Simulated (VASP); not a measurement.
# Au (I4/mmm) in VASP: further runs

Runs on Au. Level: PBEsol. Tasks: single point.

All numbers are computed with VASP 6.6.1; they aren't measurements. Logs are shortened: lines on timing, memory, paths and dates and some standing lists are left out, and cuts for length are marked.

### 1 The cell of the first run

The structure is tetragonal, space group I4/mmm (No. 139). The conventional cell has a = 3.048 Å, b = 3.048 Å, c = 3.687 Å, α = 90.00°, β = 90.00°, γ = 90.00°. Au (site symmetry 4/mmm) has 14 Au at 2.84 to 3.69 Å within 3.7 Å.

### 2 Single point, PBEsol (biaxial strain in the a-b plane: -6.0 %, then relaxed in part)

INCAR

```
  ALGO = Fast
  EDIFF = 1E-7
  ENCUT = 520
  GGA = PS
  ISIF = 2
  ISMEAR = 0
  LASPH = T
  LCHARG = F
  LREAL = F
  LWAVE = F
  NBANDS = 18
  NELM = 60
  PREC = Accurate
  SIGMA = 0.1
```

KPOINTS

```
k-points
0
Gamma
  16 16 16
```

POSCAR

```
Au
1.0
    3.0476179810      0.0000000000      0.0000000000
    0.0000000000      3.0476179810      0.0000000000
    0.0000000000      0.0000000000      3.6873729187
Au
2
Direct
    0.0000000000      0.0000000000      0.0000000000
    0.5000000000      0.5000000000      0.5000000000
```

Potentials or basis: VASP PAW PBE potentials, release 64 (Au).

Command:

```bash
$ cat potpaw_PBE.64/Au/POTCAR > POTCAR
$ mpirun -np 1 vasp_std > vasp.out
```

OUTCAR:

```text
EDIFF = 1E-7
   ENCUT = 520
   GGA = PS
   ISIF = 2
   ISMEAR = 0
   LASPH = T
   LREAL = F
   NELM = 60
   PREC = Accurate

 ion  position               nearest neighbor table
   1  0.000  0.000  0.000-   2 2.84   2 2.84   2 2.84   2 2.84   2 2.84   2 2.84   2 2.84   2 2.84

   2  0.500  0.500  0.500-   1 2.84   1 2.84   1 2.84   1 2.84   1 2.84   1 2.84   1 2.84   1 2.84

  LATTYP: Found a simple tetragonal cell.
 ALAT       =     3.0476179810
 C/A-ratio  =     1.2099196624

  Lattice vectors:

 A1 = (   3.0476179810,   0.0000000000,   0.0000000000)
 A2 = (   0.0000000000,   3.0476179810,   0.0000000000)
 A3 = (   0.0000000000,   0.0000000000,   3.6873729187)

Analysis of symmetry for initial positions (statically):
=====================================================================
 Subroutine PRICEL returns following result:

  LATTYP: Found a body centered tetragonal cell.
 ALAT       =     3.0476179810
 C/A-ratio  =     1.2099196624

  Lattice vectors:

 A1 = (  -1.5238089905,  -1.5238089905,  -1.8436864594)
 A2 = (   1.5238089905,   1.5238089905,  -1.8436864593)
 A3 = (   1.5238089905,  -1.5238089905,   1.8436864594)

   2 primitive cells build up your supercell.

 Routine SETGRP: Setting up the symmetry group for a
 simple tetragonal supercell.

 Subroutine GETGRP returns: Found 16 space group operations
 (whereof 16 operations were pure point group operations)
 out of a pool of 16 trial point group operations.

The static configuration has the point symmetry D_4h.

Analysis of symmetry for dynamics (positions and initial velocities):
=====================================================================
 Subroutine PRICEL returns following result:

  LATTYP: Found a body centered tetragonal cell.
 ALAT       =     3.0476179810
 C/A-ratio  =     1.2099196624

  Lattice vectors:

 A1 = (  -1.5238089905,  -1.5238089905,  -1.8436864594)
 A2 = (   1.5238089905,   1.5238089905,  -1.8436864593)
 A3 = (   1.5238089905,  -1.5238089905,   1.8436864594)

   2 primitive cells build up your supercell.

 Routine SETGRP: Setting up the symmetry group for a
 simple tetragonal supercell.

 Subroutine GETGRP returns: Found 16 space group operations
 (whereof 16 operations were pure point group operations)
 out of a pool of 16 trial point group operations.

The dynamic configuration has the point symmetry D_4h.

 Subroutine INISYM returns: Found 16 space group operations
 (whereof 16 operations are pure point group operations),
 and found     2 'primitive' translations

----------------------------------------------------------------------------------------

                                     Primitive cell

  volume of cell :      17.1241

  direct lattice vectors                    reciprocal lattice vectors
    -1.523808991 -1.523808991 -1.843686459     0.000000000 -0.328125115 -0.271195787
     1.523808991  1.523808991 -1.843686459     0.328125115  0.000000000 -0.271195787
     1.523808991 -1.523808991  1.843686459     0.328125115 -0.328125115  0.000000000

  length of vectors
     2.836047856  2.836047856  2.836047856     0.425691491  0.425691491  0.464038988

  position of ions in fractional coordinates (direct lattice)
     0.000000000  0.000000000  0.000000000

  ion indices of the primitive-cell ions
   primitive index   ion index
                 1           1

----------------------------------------------------------------------------------------

 KPOINTS: k-points

Automatic generation of k-mesh.
 Grid dimensions read from file:
 generate k-points for:   16   16   16

 Generating k-lattice:

  Cartesian coordinates                     Fractional coordinates (reciprocal lattice)
     0.020507820  0.000000000  0.000000000     0.062500000  0.000000000  0.000000000
     0.000000000  0.020507820  0.000000000     0.000000000  0.062500000  0.000000000
     0.000000000  0.000000000  0.016949737     0.000000000  0.000000000  0.062500000

  Length of vectors
     0.020507820  0.020507820  0.016949737

  Shift w.r.t. Gamma in fractional coordinates (k-lattice)
     0.000000000  0.000000000  0.000000000

 Subroutine IBZKPT returns following result:
 ===========================================

 Found    405 irreducible k-points:

 Following reciprocal coordinates:
            Coordinates               Weight
  0.000000  0.000000  0.000000      1.000000
  0.062500  0.000000  0.000000      4.000000
  0.125000  0.000000  0.000000      4.000000
  0.187500  0.000000  0.000000      4.000000
  0.250000  0.000000  0.000000      4.000000
  0.312500  0.000000  0.000000      4.000000
[... 16 lines left out ...]
  0.437500  0.125000  0.000000      8.000000
  0.500000  0.125000  0.000000      4.000000
 [... further k-points ...]
   k-points           NKPTS =    405   k-points in BZ     NKDIM =    405   number of bands    NBANDS=     18
   number of dos      NEDOS =    301   number of ions     NIONS =      2
   total plane-waves  NPLWV =  16128
   dimension x,y,z NGX =    24 NGY =   24 NGZ =   28
   dimension x,y,z NGXF=    48 NGYF=   48 NGZF=   56
   ions per type =               2
   NGX,Y,Z   is equivalent  to a cutoff of  13.09, 13.09, 12.62 a.u.
   NGXF,Y,Z  is equivalent  to a cutoff of  26.18, 26.18, 25.25 a.u.
 SYSTEM =  unknown system
   PREC   = accura    normal or accurate (medium, high low for compatibility)
   ISTART =      0    job   : 0-new  1-cont  2-samecut
   ICHARG =      2    charge: 1-file 2-atom 10-const
   ISPIN  =      1    spin polarized calculation?
   LNONCOLLINEAR =      F non collinear calculations
   LSORBIT =      F    spin-orbit coupling
   LASPH  =      T    aspherical Exc in radial PAW
   ENCUT  =  520.0 eV  38.22 Ry    6.18 a.u.   5.67  5.67  6.86*2*pi/ulx,y,z
   NELM   =     60;   NELMIN=  2; NELMDL= -5     # of ELM steps
   EDIFF  = 0.1E-06   stopping-criterion for ELM
   LREAL  =      F    real-space projection
   EDIFFG = 0.1E-05   stopping-criterion for IOM
   NSW    =      0    number of steps for IOM
   IBRION =     -1    ionic relax: 0-MD 1-quasi-New 2-CG
   NFREE  =      0    steps in history (QN), initial steepest desc. (CG)
   ISIF   =      2    stress and relaxation
   ISYM   =      2    0-nonsym 1-usesym 2-fastsym
   POTIM  = 0.5000    time-step for ionic-motion
   TEBEG  =    0.0;   TEEND  =   0.0 temperature during run
   PSTRESS=    0.0 pullay stress
   NELECT =      22.0000    total number of electrons
   NUPDOWN=      -1.0000    fix difference up-down
   EMIN   =  10.00;   EMAX   =-10.00  energy-range for DOS
   EFERMI =   0.00;   METHOD = LEGACY
   ISMEAR =     0;   SIGMA  =   0.10  broadening in eV -4-tet -1-fermi 0-gaus
   EFERMI_NEDOS =   21; number of points for ismear=-14 and -15
   IALGO  =     68    algorithm
   IMIX   =      4    mixing-type and parameters
     AMIX     =   0.40;   BMIX     =  1.00
     AMIX_MAG =   1.60;   BMIX_MAG =  1.00
  volume/ion in A,a.u.               =      17.12       115.56
  Fermi-wavevector in a.u.,A,eV,Ry     =   1.412547  2.669327 27.147569  1.995290
  Thomas-Fermi vector in A             =   2.534285
   LORBIT       =      0    0 simple, 1 ext, 2 COOP (PROOUT), +10 PAW based schemes
   GGA     = PS    functional components
   LHFCALC =     F    Hartree Fock is set to
   AEXX    =    0.0000 exact exchange contribution
   IVDW    =     0    specifies the selected vdW correction
   LEPSILON=     F    determine dielectric tensor
   LRPA    =     F    only Hartree local field effects (RPA)
 non-spin polarized calculation
 RMM-DIIS sequential band-by-band and
 Gauss-broadening in eV      SIGMA  =   0.10
  energy-cutoff  :      520.00
  volume of cell :       34.25
 maximum number of plane-waves:       940
 NGX is ok and might be reduce to    24
   NGX = 11   NGY = 11   NGZ = 13

 number of electron      22.0000005 magnetization

 Free energy of the ion-electron system (eV)
  ---------------------------------------------------
  ext. energy  EPLUGINS =         0.00000000
  ---------------------------------------------------
  free energy    TOTEN  =        -7.82603689 eV

  energy without entropy =       -7.82337675  energy(sigma->0) =       -7.82470682

 E-fermi :   9.2138     XC(G=0): -12.8563

 val. band max:        9.2099199518   @ k =   0.3750   0.1875   0.4375
 cond. band min:       9.2448465560   @ k =   0.5000   0.4375   0.0000
 fundamental gap:      0.0349266042
 Fermi energy:         9.2138499471

 k-point     1 :       0.0000    0.0000    0.0000
  band No.  band energies     occupation
      1      -0.6669      2.00000
      2       2.3002      2.00000
      3       2.4751      2.00000
      4       4.2376      2.00000
      5       4.2376      2.00000
      6       5.2801      2.00000
[... 10 lines left out ...]
     17      24.9401      0.00000
     18      26.7822      0.00000

 k-point     2 :       0.0625    0.0000    0.0000
  band No.  band energies     occupation
      1      -0.5849      2.00000
      2       2.3470      2.00000
      3       2.5206      2.00000
      4       4.2245      2.00000
      5       4.2660      2.00000
      6       5.2649      2.00000
[... 10 lines left out ...]
     17      25.1739      0.00000
     18      26.5197      0.00000

 k-point     3 :       0.1250    0.0000    0.0000
  band No.  band energies     occupation
      1      -0.3423      2.00000
      2       2.4719      2.00000
      3       2.6635      2.00000
      4       4.1894      2.00000
      5       4.3504      2.00000
      6       5.2235      2.00000
[... 10 lines left out ...]
     17      25.5840      0.00000
     18      25.8717      0.00000

 k-point     4 :       0.1875    0.0000    0.0000
  band No.  band energies     occupation
      1       0.0505      2.00000
      2       2.6486      2.00000
      3       2.9018      2.00000
      4       4.1447      2.00000
      5       4.4887      2.00000
      6       5.1677      2.00000
[... 375 lines left out ...]
      4       3.7215      2.00000
      5       4.4517      2.00000
      6       4.6219      2.00000
[... 10 lines left out ...]
     17      23.4614      0.00000
     18      24.0126      0.00000

 k-point    23 :       0.4375    0.1250    0.0000
  band No.  band energies     occupation
      1       2.6091      2.00000
      2       3.4040      2.00000
      3       3.7902      2.00000
      4       3.8677      2.00000
      5       4.1517      2.00000
      6       4.4025      2.00000
[... 10 lines left out ...]
     17      22.1290      0.00000
     18      23.2171      0.00000

 k-point    24 :       0.5000    0.1250    0.0000
  band No.  band energies     occupation
      1       3.0818      2.00000
      2       3.0818      2.00000
      3       3.9317      2.00000
      4       3.9317      2.00000
      5       4.1429      2.00000
      6       4.1429      2.00000
[... 10 lines left out ...]
     17      22.4549      0.00000
     18      22.4549      0.00000

 [... further k-points ...]

------------------------ aborting loop because EDIFF is reached ----------------------------------------

  FORCE on cell =-STRESS in cart. coord.  units (eV):
  Direction    XX          YY          ZZ          XY          YZ          ZX
  --------------------------------------------------------------------------------------
  -------------------------------------------------------------------------------------
  Total       -0.3067875     -0.3067875     -0.0547337      0.0000000     -0.0000000      0.0000000
  in kB      -14.3519247    -14.3519247     -2.5605142      0.0000000     -0.0000000      0.0000000
  external PRESSURE =     -10.4214546 kB  Pullay stress =       0.0000000 kB

 VOLUME and BASIS-vectors are now :
 -----------------------------------------------------------------------------
  energy-cutoff  :      520.00
  volume of cell :       34.25
      direct lattice vectors                 reciprocal lattice vectors
     3.047617981  0.000000000  0.000000000     0.328125115  0.000000000  0.000000000
     0.000000000  3.047617981  0.000000000     0.000000000  0.328125115  0.000000000
     0.000000000  0.000000000  3.687372919     0.000000000  0.000000000  0.271195787

 POSITION                                       TOTAL-FORCE (eV/Angst)
 -----------------------------------------------------------------------------------
      0.00000      0.00000      0.00000         0.000000      0.000000     -0.000000
      1.52381      1.52381      1.84369        -0.000000     -0.000000      0.000000
 -----------------------------------------------------------------------------------
    total drift:                                0.000000      0.000000     -0.000000

  FREE ENERGIE OF THE ION-ELECTRON SYSTEM (eV)
  ---------------------------------------------------
  free  energy   TOTEN  =        -7.8260368865 eV

  energy  without entropy=       -7.8233767502  energy(sigma->0) =       -7.82470682
```

It took 4 min on 1 thread of Intel Xeon Platinum 8259CL at 2.50GHz (Skylake/Cascade Lake), shared host; peak memory 0.3 GiB.

Results:

```
Free energy            : -7.8260 eV
Pressure               : -1.0 GPa
Band gap on the k mesh : zero (bands 11 and 12 overlap by 6.84 eV)
```

Levels at points of the mesh, in eV from the Fermi level:
```csv
k point,band 9,band 10,band 11,band 12,band 13,band 14
"(0.00, 0.00, 0.00)",-1.97,-1.63,-1.63,2.99,8.07,8.17
"(0.50, 0.00, 0.00)",-3.41,-3.41,-1.10,-1.10,10.58,10.58
"(0.50, 0.50, 0.00)",-1.33,-1.33,0.14,0.14,4.62,4.62
"(0.00, 0.00, 0.50)",-3.25,-3.25,-3.02,-3.02,14.14,14.14
"(0.50, 0.00, 0.50)",-1.63,-1.63,-0.95,-0.95,3.13,3.13
"(0.50, 0.50, 0.50)",-2.17,-2.17,3.45,3.45,6.59,6.59
```

Caveat: the cell differs from its parent crystal (biaxial strain in the a-b plane: -6.0 %, then relaxed in part); the PAW data sets were made with another functional, which shifts forces and pressure a little; spin-orbit coupling is left out, which moves the levels of the heavy elements.

### 3 Single point, PBEsol (biaxial strain in the a-b plane: +6.0 %, then relaxed in part)

INCAR

```
  PREC = Accurate
  ENCUT = 520
  EDIFF = 1E-6
  ISMEAR = 0
  SIGMA = 0.1
  LREAL = False
  LASPH = True
  NELM = 60
  ALGO = Fast
  ISIF = 2
  LWAVE = False
  LCHARG = False
  GGA = PS
  NBANDS = 18
```

KPOINTS

```
Automatic mesh
0
Gamma
  16 16 16
```

POSCAR

```
Au
1.0
    3.4366755956      0.0000000000      0.0000000000
    0.0000000000      3.4366755956      0.0000000000
    0.0000000000      0.0000000000      2.9074337332
Au
2
Direct
    0.0000000000      0.0000000000      0.0000000000
    0.5000000000      0.5000000000      0.5000000000
```

Potentials or basis: VASP PAW PBE potentials, release 64 (Au).

Command:

```bash
$ cat potpaw_PBE.64/Au/POTCAR > POTCAR
$ mpirun -np 1 vasp_std > vasp.out
```

Run time: 4 min. Hardware: 1 thread of Intel Xeon Platinum 8259CL at 2.50GHz (Skylake/Cascade Lake), shared host; peak memory 0.31 GiB.

Results (log left out):

```yaml
Free_energy: -7.8182 eV
Pressure: -0.6 GPa
Band_gap_on_the_k_mesh: zero (bands 11 and 12 overlap by 6.22 eV)
```

Stress tensor (GPa, compression positive):
```
-0.82  0.00  0.00
 0.00 -0.82  0.00
 0.00  0.00 -0.24
```

Levels at points of the mesh, in eV from the Fermi level:
| k point | band 9 | band 10 | band 11 | band 12 | band 13 | band 14 |
| --- | --- | --- | --- | --- | --- | --- |
| (0.00, 0.00, 0.00) | -1.81 | -1.81 | -1.49 | 4.73 | 4.73 | 8.78 |
| (0.50, 0.00, 0.00) | -3.11 | -3.11 | -2.55 | -2.55 | 11.76 | 11.76 |
| (0.50, 0.50, 0.00) | -1.50 | -1.50 | -1.25 | -1.25 | 2.65 | 2.65 |
| (0.00, 0.00, 0.50) | -3.59 | -3.59 | -0.37 | -0.37 | 11.34 | 11.34 |
| (0.50, 0.00, 0.50) | -1.45 | -1.45 | -0.21 | -0.21 | 4.17 | 4.17 |
| (0.50, 0.50, 0.50) | -2.37 | -2.37 | 3.44 | 3.44 | 6.23 | 6.23 |

Caveat: the cell differs from its parent crystal (biaxial strain in the a-b plane: +6.0 %, then relaxed in part); the PAW data sets were made with another functional, which shifts forces and pressure a little; spin-orbit coupling is left out, which moves the levels of the heavy elements.

(Continued in part 2 of 2.)
